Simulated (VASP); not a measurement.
The system is Cu.

```xyz
1
Lattice="-1.4233 1.4233 1.3575 1.4233 -1.4233 1.3575 1.4233 1.4233 -1.3575" Properties=species:S:1:pos:R:3 pbc="T T T"
Cu    0.0000    0.0000    0.0000
```

This cell differs from its parent crystal: volume scaled by 0.96.

Base run:

- Program: VASP 6.6.1
- Functional: LDA
- Potentials or basis: VASP PAW LDA potentials, release 64 (Cu)
- Cutoff: 520 eV
- k mesh: 13 × 13 × 13
- Occupations: fermi-dirac, width 0.05 eV
- Spin: no spin polarisation

Its results: pressure 0.0 GPa.

Task: The run is repeated on the same cell with these changes: potentials or basis from VASP PAW LDA potentials, release 64 (Cu) to VASP PAW LDA potentials, release 64 (Cu_sv_GW); cutoff from 520 eV to 700 eV; further incar settings from ALGO = Fast; EDIFF = 1e-06; NBANDS = 12 to ALGO = Normal; EDIFF = 1e-06; NBANDS = 16; valence electrons from 11 to 19. What comes out?

Result: Pressure -5.3 GPa.
